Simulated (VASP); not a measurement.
Set up this calculation in VASP 6.6.1, as the native input.

```yaml
Task: single point
Functional: PBEsol
Potentials_or_basis: VASP PAW PBE potentials, release 64 (W_sv)
Cutoff: 520 eV
k_mesh: 18 × 18 × 5
Occupations: gaussian, width 0.15 eV
Spin: no spin polarisation
Dipole_correction: no
Further_INCAR_settings: ALGO = Fast; EDIFF = 1e-07; NBANDS = 36
```

The structure of W lies in POSCAR:

```
W
1.0
   -1.5973000000      1.5973000000     -1.5973000000
   -1.5973000000     -1.5973000000      1.5973000000
    0.0000000000      6.6553101800      6.1230898200
W
4
Direct
   -0.0728875000      0.0728875000      0.8750000000
    0.4895875000      0.5104125000      0.1250000000
   -0.0312375000      0.0312375000      0.3750000000
    0.4479375000      0.5520625000      0.6250000000
```

One way to write it, as run:

INCAR

```
PREC = Accurate
ENCUT = 520
EDIFF = 1E-7
ISMEAR = 0
SIGMA = 0.15
LREAL = False
LASPH = True
NELM = 100
ALGO = Fast
ISIF = 2
LWAVE = False
LCHARG = False
GGA = PS
NBANDS = 36
```

KPOINTS

```
Automatic mesh
0
Gamma
  18 18 5
```

Potentials or basis: VASP PAW PBE potentials, release 64 (W_sv).

Launch:

```bash
$ cat potpaw_PBE.64/W_sv/POTCAR > POTCAR
$ mpirun -np 1 vasp_std > vasp.out
```

Results of the run:

- Pressure: -10.2 GPa
- Largest force: 1.127 eV/Å
- Band gap on the k mesh: zero (bands 28 and 29 overlap by 2.47 eV)

Caveat: the cell stands under tension; the PAW data sets were made with another functional, which shifts forces and pressure a little; spin-orbit coupling is left out, which moves the levels of the heavy elements.

It took 8.7 min on 1 thread of Intel(R) Xeon(R) 6975P-C (Granite Rapids), with other jobs on the host, peak memory 0.73 GiB.
